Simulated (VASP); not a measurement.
# RbBr (Pmm2) in VASP: further runs, part 2 of 3

VASP 6.6.1. The steps go on from the part before.

## (3) Single point, PBEsol

This run uses another cell than the first one, of 36.46 Å³/atom, 1.111 times its volume.

INCAR

```
PREC = Accurate
ENCUT = 520
EDIFF = 1E-7
ISMEAR = 0
SIGMA = 0.05
LREAL = False
LASPH = True
NELM = 100
ALGO = Normal
ISIF = 2
LWAVE = False
LCHARG = False
GGA = PS
NBANDS = 15
```

KPOINTS

```
regular mesh
0
Gamma
  6 6 6
```

POSCAR

```
RbBr
1.0
    4.2329756082      0.0000000000      0.0000000000
    0.0000000000      4.2329756082      0.0000000000
    0.0000000000      0.0000000000      4.0701688540
Rb Br
1 1
Direct
   -0.0595372219      0.0000000000      0.0000000000
    0.5636828616      0.5000000000      0.5000000000
```

Potentials or basis: VASP PAW PBE potentials, release 64 (Rb_sv, Br).

The run is started by

```sh
$ cat potpaw_PBE.64/Rb_sv/POTCAR potpaw_PBE.64/Br/POTCAR > POTCAR
$ mpirun -np 1 vasp_std > vasp.out
```

OUTCAR:

```text
PREC = Accurate
   ENCUT = 520
   EDIFF = 1E-7
   ISMEAR = 0
   LREAL = False
   LASPH = True
   NELM = 100
   ISIF = 2
   GGA = PS

 ion  position               nearest neighbor table
   1  0.940  0.000  0.000-   2 3.34   2 3.34   2 3.34   2 3.34   2 3.95   2 3.95   2 3.95   2 3.95

   2  0.564  0.500  0.500-   1 3.34   1 3.34   1 3.34   1 3.34   1 3.95   1 3.95   1 3.95   1 3.95

  LATTYP: Found a simple tetragonal cell.
 ALAT       =     4.2329756082
 C/A-ratio  =     0.9615384615

  Lattice vectors:

 A1 = (   4.2329756082,   0.0000000000,   0.0000000000)
 A2 = (   0.0000000000,   4.2329756082,   0.0000000000)
 A3 = (   0.0000000000,   0.0000000000,   4.0701688540)

Analysis of symmetry for initial positions (statically):
=====================================================================
 Subroutine PRICEL returns:
 Original cell was already a primitive cell.

 Routine SETGRP: Setting up the symmetry group for a
 simple tetragonal supercell.

 Subroutine GETGRP returns: Found  4 space group operations
 (whereof  4 operations were pure point group operations)
 out of a pool of 16 trial point group operations.

The static configuration has the point symmetry C_2v.

Analysis of symmetry for dynamics (positions and initial velocities):
=====================================================================
 Subroutine PRICEL returns:
 Original cell was already a primitive cell.

 Routine SETGRP: Setting up the symmetry group for a
 simple tetragonal supercell.

 Subroutine GETGRP returns: Found  4 space group operations
 (whereof  4 operations were pure point group operations)
 out of a pool of 16 trial point group operations.

The dynamic configuration has the point symmetry C_2v.

 Subroutine INISYM returns: Found  4 space group operations
 (whereof  4 operations are pure point group operations),
 and found     1 'primitive' translations

----------------------------------------------------------------------------------------

                                     Primitive cell

  volume of cell :      72.9296

  direct lattice vectors                    reciprocal lattice vectors
     4.232975608  0.000000000  0.000000000     0.236240435  0.000000000  0.000000000
     0.000000000  4.232975608  0.000000000     0.000000000  0.236240435  0.000000000
     0.000000000  0.000000000  4.070168854     0.000000000  0.000000000  0.245690053

  length of vectors
     4.232975608  4.232975608  4.070168854     0.236240435  0.236240435  0.245690053

  position of ions in fractional coordinates (direct lattice)
     0.940462778  0.000000000  0.000000000
     0.563682862  0.500000000  0.500000000

  ion indices of the primitive-cell ions
   primitive index   ion index
                 1           1
                 2           2

----------------------------------------------------------------------------------------

 KPOINTS: regular mesh

Automatic generation of k-mesh.
 Grid dimensions read from file:
 generate k-points for:    6    6    6

 Generating k-lattice:

  Cartesian coordinates                     Fractional coordinates (reciprocal lattice)
     0.039373406  0.000000000  0.000000000     0.166666667  0.000000000  0.000000000
     0.000000000  0.039373406  0.000000000     0.000000000  0.166666667  0.000000000
     0.000000000  0.000000000  0.040948342     0.000000000  0.000000000  0.166666667

  Length of vectors
     0.039373406  0.039373406  0.040948342

  Shift w.r.t. Gamma in fractional coordinates (k-lattice)
     0.000000000  0.000000000  0.000000000

 Subroutine IBZKPT returns following result:
 ===========================================

 Found     64 irreducible k-points:

 Following reciprocal coordinates:
            Coordinates               Weight
  0.000000  0.000000  0.000000      1.000000
  0.166667  0.000000  0.000000      2.000000
  0.000000  0.166667  0.000000      2.000000
  0.333333  0.000000  0.000000      2.000000
  0.000000  0.333333  0.000000      2.000000
  0.500000  0.000000  0.000000      1.000000
[... 16 lines left out ...]
  0.000000  0.500000  0.166667      2.000000
  0.166667  0.166667  0.166667      8.000000
 [... further k-points ...]
   k-points           NKPTS =     64   k-points in BZ     NKDIM =     64   number of bands    NBANDS=     15
   number of dos      NEDOS =    301   number of ions     NIONS =      2
   total plane-waves  NPLWV =  30720
   dimension x,y,z NGX =    32 NGY =   32 NGZ =   30
   dimension x,y,z NGXF=    64 NGYF=   64 NGZF=   60
   ions per type =               1   1
   NGX,Y,Z   is equivalent  to a cutoff of  12.57, 12.57, 12.25 a.u.
   NGXF,Y,Z  is equivalent  to a cutoff of  25.14, 25.14, 24.51 a.u.
 SYSTEM =  unknown system
   PREC   = accura    normal or accurate (medium, high low for compatibility)
   ISTART =      0    job   : 0-new  1-cont  2-samecut
   ICHARG =      2    charge: 1-file 2-atom 10-const
   ISPIN  =      1    spin polarized calculation?
   LNONCOLLINEAR =      F non collinear calculations
   LSORBIT =      F    spin-orbit coupling
   LASPH  =      T    aspherical Exc in radial PAW
   ENCUT  =  520.0 eV  38.22 Ry    6.18 a.u.   7.87  7.87  7.57*2*pi/ulx,y,z
   NELM   =    100;   NELMIN=  2; NELMDL= -5     # of ELM steps
   EDIFF  = 0.1E-06   stopping-criterion for ELM
   LREAL  =      F    real-space projection
   EDIFFG = 0.1E-05   stopping-criterion for IOM
   NSW    =      0    number of steps for IOM
   IBRION =     -1    ionic relax: 0-MD 1-quasi-New 2-CG
   NFREE  =      0    steps in history (QN), initial steepest desc. (CG)
   ISIF   =      2    stress and relaxation
   ISYM   =      2    0-nonsym 1-usesym 2-fastsym
   POTIM  = 0.5000    time-step for ionic-motion
   TEBEG  =    0.0;   TEEND  =   0.0 temperature during run
   PSTRESS=    0.0 pullay stress
   NELECT =      16.0000    total number of electrons
   NUPDOWN=      -1.0000    fix difference up-down
   EMIN   =  10.00;   EMAX   =-10.00  energy-range for DOS
   EFERMI =   0.00;   METHOD = LEGACY
   ISMEAR =     0;   SIGMA  =   0.05  broadening in eV -4-tet -1-fermi 0-gaus
   EFERMI_NEDOS =   21; number of points for ismear=-14 and -15
   IALGO  =     38    algorithm
   IMIX   =      4    mixing-type and parameters
     AMIX     =   0.40;   BMIX     =  1.00
     AMIX_MAG =   1.60;   BMIX_MAG =  1.00
  volume/ion in A,a.u.               =      36.46       246.08
  Fermi-wavevector in a.u.,A,eV,Ry     =   0.987371  1.865860 13.264328  0.974901
  Thomas-Fermi vector in A             =   2.118820
   LORBIT       =      0    0 simple, 1 ext, 2 COOP (PROOUT), +10 PAW based schemes
   GGA     = PS    functional components
   LHFCALC =     F    Hartree Fock is set to
   AEXX    =    0.0000 exact exchange contribution
   IVDW    =     0    specifies the selected vdW correction
   LEPSILON=     F    determine dielectric tensor
   LRPA    =     F    only Hartree local field effects (RPA)
 non-spin polarized calculation
 Gauss-broadening in eV      SIGMA  =   0.05
  energy-cutoff  :      520.00
  volume of cell :       72.93
 maximum number of plane-waves:      2000
   NGX = 15   NGY = 15   NGZ = 15

 number of electron      15.9999999 magnetization

 Free energy of the ion-electron system (eV)
  ---------------------------------------------------
  ext. energy  EPLUGINS =         0.00000000
  ---------------------------------------------------
  free energy    TOTEN  =        -6.20471243 eV

  energy without entropy =       -6.20471243  energy(sigma->0) =       -6.20471243

 E-fermi :  -0.6590     XC(G=0):  -7.9061

 val. band max:       -0.9626426042   @ k =   0.5000   0.5000   0.0000
 cond. band min:       2.8616883344   @ k =   0.0000   0.0000   0.0000
 fundamental gap:      3.8243309386
 Fermi energy:        -0.6590494407

 k-point     1 :       0.0000    0.0000    0.0000
  band No.  band energies     occupation
      1     -25.9522      2.00000
      2     -13.5750      2.00000
      3      -9.9766      2.00000
      4      -9.9587      2.00000
      5      -9.9427      2.00000
      6      -1.2706      2.00000
      7      -1.2059      2.00000
      8      -1.0150      2.00000
      9       2.8617      0.00000
     10       4.5252      0.00000
     11       5.0614      0.00000
     12       8.8006      0.00000
     13       8.9104      0.00000
     14       9.2312      0.00000
[... 401 lines left out ...]
      2     -13.5490      2.00000
      3     -10.0345      2.00000
      4     -10.0288      2.00000
      5      -9.9216      2.00000
      6      -1.7041      2.00000
      7      -1.4680      2.00000
      8      -1.3845      2.00000
      9       4.3817      0.00000
     10       5.5956      0.00000
     11       5.7940      0.00000
     12       7.7409      0.00000
     13       8.0607      0.00000
     14       8.8682      0.00000
     15      10.5050      0.00000

 [... further k-points ...]
[... 5 lines left out ...]
  --------------------------------------------------------------------------------------
  -------------------------------------------------------------------------------------
  Total       -0.1964330     -0.0552611      0.3990065      0.0000000      0.0000000      0.0000000
  in kB       -4.3153996     -1.2140218      8.7656996      0.0000000      0.0000000      0.0000000
  external PRESSURE =       1.0787594 kB  Pullay stress =       0.0000000 kB

 VOLUME and BASIS-vectors are now :
 -----------------------------------------------------------------------------
  energy-cutoff  :      520.00
  volume of cell :       72.93
      direct lattice vectors                 reciprocal lattice vectors
     4.232975608  0.000000000  0.000000000     0.236240435  0.000000000  0.000000000
     0.000000000  4.232975608  0.000000000     0.000000000  0.236240435  0.000000000
     0.000000000  0.000000000  4.070168854     0.000000000  0.000000000  0.245690053

 POSITION                                       TOTAL-FORCE (eV/Angst)
 -----------------------------------------------------------------------------------
      3.98096      0.00000      0.00000         0.294157      0.000000      0.000000
      2.38606      2.11649      2.03508        -0.294157      0.000000      0.000000
 -----------------------------------------------------------------------------------
    total drift:                                0.000061      0.000000      0.000000

  FREE ENERGIE OF THE ION-ELECTRON SYSTEM (eV)
  ---------------------------------------------------
  free  energy   TOTEN  =        -6.2047124316 eV

  energy  without entropy=       -6.2047124316  energy(sigma->0) =       -6.20471243
```

OSZICAR:

```text
N       E                     dE             d eps       ncg     rms          rms(c)
DAV:   1     0.753913244517E+02    0.75391E+02   -0.65953E+03  1920   0.912E+02
DAV:   2    -0.121973742982E+01   -0.76611E+02   -0.71117E+02  2734   0.165E+02
DAV:   3    -0.630601155918E+01   -0.50863E+01   -0.50654E+01  2722   0.423E+01
DAV:   4    -0.644395911878E+01   -0.13795E+00   -0.13793E+00  2717   0.589E+00
DAV:   5    -0.644540468931E+01   -0.14456E-02   -0.14456E-02  2772   0.534E-01    0.278E+00
DAV:   6    -0.623485888368E+01    0.21055E+00   -0.19294E-01  2494   0.239E+00    0.185E+00
DAV:   7    -0.620137894527E+01    0.33480E-01   -0.10705E-01  2578   0.183E+00    0.902E-01
DAV:   8    -0.620455698647E+01   -0.31780E-02   -0.12984E-02  2399   0.672E-01    0.117E-01
DAV:   9    -0.620454765502E+01    0.93315E-05   -0.82467E-04  2669   0.156E-01    0.578E-02
DAV:  10    -0.620470522408E+01   -0.15757E-03   -0.22377E-04  2200   0.959E-02    0.982E-03
DAV:  11    -0.620471011803E+01   -0.48940E-05   -0.10637E-05  2670   0.209E-02    0.699E-03
DAV:  12    -0.620471216904E+01   -0.20510E-05   -0.26667E-06  2242   0.112E-02    0.173E-03
DAV:  13    -0.620471241298E+01   -0.24394E-06   -0.37288E-07  2711   0.363E-03    0.672E-04
DAV:  14    -0.620471243164E+01   -0.18667E-07   -0.30786E-08  1821   0.132E-03
   1 F= -.62047124E+01 E0= -.62047124E+01  d E =-.128403E-19
```

stdout:

```text
POSCAR found type information on POSCAR RbBr
 POSCAR found :  2 types and       2 ions
 scaLAPACK will be used
 -----------------------------------------------------------------------------
|                                                                             |
|                                                                             |
|     You enforced a specific xc type in the INCAR file but a different       |
|     I HOPE YOU KNOW WHAT YOU ARE DOING!                                     |
|                                                                             |
 -----------------------------------------------------------------------------

 LDA part: xc-table for (Slater+PW92), standard interpolation
 POSCAR, INCAR and KPOINTS ok, starting setup
 FFT: planning ... GRIDC
 FFT: planning ... GRID_SOFT
 FFT: planning ... GRID
 WAVECAR not read
 entering main loop
```

Run time: 25 s. Hardware: 1 thread of AMD EPYC 9R45 (Zen 5), shared host; peak memory 0.19 GiB.

Results:

```
Free energy            : -6.2047 eV
Pressure               : 0.1 GPa
Largest force          : 0.294 eV/Å
Band gap on the k mesh : 3.82 eV, indirect (least direct gap 3.88 eV)
```

Forces in eV/Å, atoms in the order of the input:
```
Rb   0.294  0.000  0.000
Br  -0.294  0.000  0.000
```

Caveat: the PAW data sets were made with another functional, which shifts forces and pressure a little. A k mesh can miss the band edges.

## (4) Single point, PBEsol

This run uses another cell than the first one, of 36.46 Å³/atom, 1.111 times its volume.

INCAR

```
SYSTEM = RbBr
  PREC = Accurate
  ENCUT = 520
  EDIFF = 1E-6
  ISMEAR = 0
  SIGMA = 0.05
  LREAL = .FALSE.
  LASPH = .TRUE.
  NELM = 60
  ALGO = Normal
  ISIF = 2
  LWAVE = .FALSE.
  LCHARG = .FALSE.
  GGA = PS
  NBANDS = 15
```

KPOINTS

```
Automatic mesh
0
G
  6 6 6
  0 0 0
```

POSCAR

```
RbBr
1.0
    4.2329756082      0.0000000000      0.0000000000
    0.0000000000      4.2329756082      0.0000000000
    0.0000000000      0.0000000000      4.0701688540
Rb Br
1 1
Direct
   -0.0793829626      0.0000000000      0.0000000000
    0.5849104822      0.5000000000      0.5000000000
```

Potentials or basis: VASP PAW PBE potentials, release 64 (Rb_sv, Br).

The run is started by

```sh
$ cat potpaw_PBE.64/Rb_sv/POTCAR potpaw_PBE.64/Br/POTCAR > POTCAR
$ mpirun -np 1 vasp_std > vasp.out
```

OUTCAR:

```text
SYSTEM = RbBr
   PREC = Accurate
   ENCUT = 520
   EDIFF = 1E-6
   ISMEAR = 0
   LREAL = .FALSE.
   LASPH = .TRUE.
   NELM = 60
   ISIF = 2
   GGA = PS

 ion  position               nearest neighbor table
   1  0.921  0.000  0.000-   2 3.26   2 3.26   2 3.26   2 3.26   2 4.07   2 4.07   2 4.07   2 4.07

   2  0.585  0.500  0.500-   1 3.26   1 3.26   1 3.26   1 3.26   1 4.07   1 4.07   1 4.07   1 4.07

  LATTYP: Found a simple tetragonal cell.
 ALAT       =     4.2329756082
 C/A-ratio  =     0.9615384615

  Lattice vectors:

 A1 = (   4.2329756082,   0.0000000000,   0.0000000000)
[... 612 lines left out ...]
     13       8.1021      0.00000
     14       8.9680      0.00000
     15      10.3169      0.00000

 [... further k-points ...]
[... 5 lines left out ...]
  --------------------------------------------------------------------------------------
  -------------------------------------------------------------------------------------
  Total        0.0641319      0.4177174      0.8322945      0.0000000      0.0000000      0.0000000
  in kB        1.4089020      9.1767559     18.2845228      0.0000000      0.0000000      0.0000000
  external PRESSURE =       9.6233936 kB  Pullay stress =       0.0000000 kB

 VOLUME and BASIS-vectors are now :
 -----------------------------------------------------------------------------
  energy-cutoff  :      520.00
  volume of cell :       72.93
      direct lattice vectors                 reciprocal lattice vectors
     4.232975608  0.000000000  0.000000000     0.236240435  0.000000000  0.000000000
     0.000000000  4.232975608  0.000000000     0.000000000  0.236240435  0.000000000
     0.000000000  0.000000000  4.070168854     0.000000000  0.000000000  0.245690053

 POSITION                                       TOTAL-FORCE (eV/Angst)
 -----------------------------------------------------------------------------------
      3.89695      0.00000      0.00000         0.418019      0.000000      0.000000
      2.47591      2.11649      2.03508        -0.418019      0.000000      0.000000
 -----------------------------------------------------------------------------------
    total drift:                                0.000249     -0.000000      0.000000

  FREE ENERGIE OF THE ION-ELECTRON SYSTEM (eV)
  ---------------------------------------------------
  free  energy   TOTEN  =        -6.1429339672 eV

  energy  without entropy=       -6.1429339672  energy(sigma->0) =       -6.14293397
```

OSZICAR:

```text
N       E                     dE             d eps       ncg     rms          rms(c)
DAV:   1     0.753777240300E+02    0.75378E+02   -0.65255E+03  1920   0.907E+02
DAV:   2    -0.110182030606E+01   -0.76480E+02   -0.71159E+02  2678   0.165E+02
DAV:   3    -0.627142854190E+01   -0.51696E+01   -0.51499E+01  2867   0.425E+01
DAV:   4    -0.639161221953E+01   -0.12018E+00   -0.12017E+00  2670   0.539E+00
DAV:   5    -0.639308348978E+01   -0.14713E-02   -0.14713E-02  2786   0.488E-01    0.315E+00
DAV:   6    -0.617228201777E+01    0.22080E+00   -0.21093E-01  2473   0.249E+00    0.211E+00
DAV:   7    -0.613854073689E+01    0.33741E-01   -0.12054E-01  2599   0.193E+00    0.963E-01
DAV:   8    -0.614257496588E+01   -0.40342E-02   -0.13618E-02  2302   0.691E-01    0.106E-01
DAV:   9    -0.614271720496E+01   -0.14224E-03   -0.88113E-04  2712   0.168E-01    0.612E-02
DAV:  10    -0.614292008992E+01   -0.20288E-03   -0.24435E-04  2102   0.991E-02    0.121E-02
DAV:  11    -0.614293134253E+01   -0.11253E-04   -0.15431E-05  2727   0.256E-02    0.722E-03
DAV:  12    -0.614293366151E+01   -0.23190E-05   -0.34813E-06  2263   0.131E-02    0.219E-03
DAV:  13    -0.614293396717E+01   -0.30566E-06   -0.56184E-07  2192   0.461E-03
   1 F= -.61429340E+01 E0= -.61429340E+01  d E =-.374440E-11
```

stdout:

```text
POSCAR found type information on POSCAR RbBr
 POSCAR found :  2 types and       2 ions
 scaLAPACK will be used
 -----------------------------------------------------------------------------
|                                                                             |
|                                                                             |
|     You enforced a specific xc type in the INCAR file but a different       |
|     I HOPE YOU KNOW WHAT YOU ARE DOING!                                     |
|                                                                             |
 -----------------------------------------------------------------------------

 LDA part: xc-table for (Slater+PW92), standard interpolation
 POSCAR, INCAR and KPOINTS ok, starting setup
 FFT: planning ... GRIDC
 FFT: planning ... GRID_SOFT
 FFT: planning ... GRID
 WAVECAR not read
 entering main loop
```

It took 27 s on 1 thread of AMD EPYC 9R45 (Zen 5), shared host; peak memory 0.19 GiB.

Results:

```yaml
Free_energy: -6.1429 eV
Pressure: 1.0 GPa
Largest_force: 0.418 eV/Å
Band_gap_on_the_k_mesh: 3.91 eV, direct
```

Forces on the atoms (eV/Å):
```
Rb   0.418  0.000  0.000
Br  -0.418  0.000  0.000
```

Stress tensor (GPa, compression positive):
```
0.14 0.00 0.00
0.00 0.92 0.00
0.00 0.00 1.83
```

Levels at points of the mesh, in eV from the valence-band top:
| k point | band 5 | band 6 | band 7 | band 8 | band 9 | band 10 | band 11 | band 12 |
| --- | --- | --- | --- | --- | --- | --- | --- | --- |
| (0.00, 0.00, 0.00) | -8.86 | -0.29 | -0.19 | 0.00 | 3.91 | 5.51 | 6.49 | 9.71 |
| (0.50, 0.00, 0.00) | -8.82 | -1.53 | -0.23 | -0.02 | 6.38 | 7.00 | 7.65 | 9.18 |
| (0.00, 0.50, 0.00) | -8.81 | -1.56 | -0.18 | -0.08 | 6.37 | 6.48 | 7.34 | 8.01 |
| (0.50, 0.50, 0.00) | -8.78 | -1.04 | -0.93 | -0.02 | 5.37 | 6.41 | 8.33 | 8.65 |
| (0.00, 0.00, 0.50) | -8.82 | -1.58 | -0.38 | -0.04 | 6.43 | 6.57 | 7.69 | 7.85 |
| (0.50, 0.00, 0.50) | -8.79 | -1.10 | -0.89 | -0.20 | 5.48 | 6.15 | 8.02 | 8.23 |
| (0.00, 0.50, 0.50) | -8.84 | -0.96 | -0.87 | -0.03 | 5.53 | 6.71 | 7.99 | 8.13 |
| (0.50, 0.50, 0.50) | -9.09 | -1.13 | -1.12 | -1.06 | 7.19 | 7.22 | 8.33 | 9.62 |

Caveat: the PAW data sets were made with another functional, which shifts forces and pressure a little.

(Continued in part 3 of 3.)
